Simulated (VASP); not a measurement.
# Ti: single point with PBEsol

Ti:

```
Ti
1.0
     2.84198    0.00000    0.00000
    -1.42099    2.46122    0.00000
     0.00000    0.00000    4.49660
Ti
2
Direct
  0.33333 0.66667 0.25000
  0.66667 0.33333 0.75000
```

| Property | Result |
| --- | --- |
| Program | VASP 6.6.1 |
| Task | single point |
| Functional | PBEsol |
| Potentials or basis | VASP PAW PBE potentials, release 64 (Ti_sv) |
| Cutoff | 520 eV |
| k mesh | 15 × 15 × 8 |
| Occupations | fermi-dirac, width 0.05 eV |
| Spin | no spin polarisation |
| Dipole correction | no |
| Further INCAR settings | ALGO = Normal; EDIFF = 1e-07; NBANDS = 19 |

```yaml
Pressure: 7.7 GPa
Band_gap_on_the_k_mesh: zero (band 12 reaches 10.12 eV, above the bottom of band 13 at 9.03 eV)
```

Levels at points of the mesh, in eV from the Fermi level:
```csv
k point,band 10,band 11,band 12,band 13,band 14,band 15
"(0.00, 0.00, 0.00)",-2.96,0.81,0.81,0.96,1.09,1.39
"(0.00, 0.00, 0.50)",-4.44,0.08,0.08,0.70,0.70,0.70
```

Wall time 2.1 min on 1 thread of AMD EPYC 7R43 64-Core Processor (Zen 3), on a shared host, peak memory 0.16 GiB.

Caveat: the PAW data sets were made with another functional, which shifts forces and pressure a little.
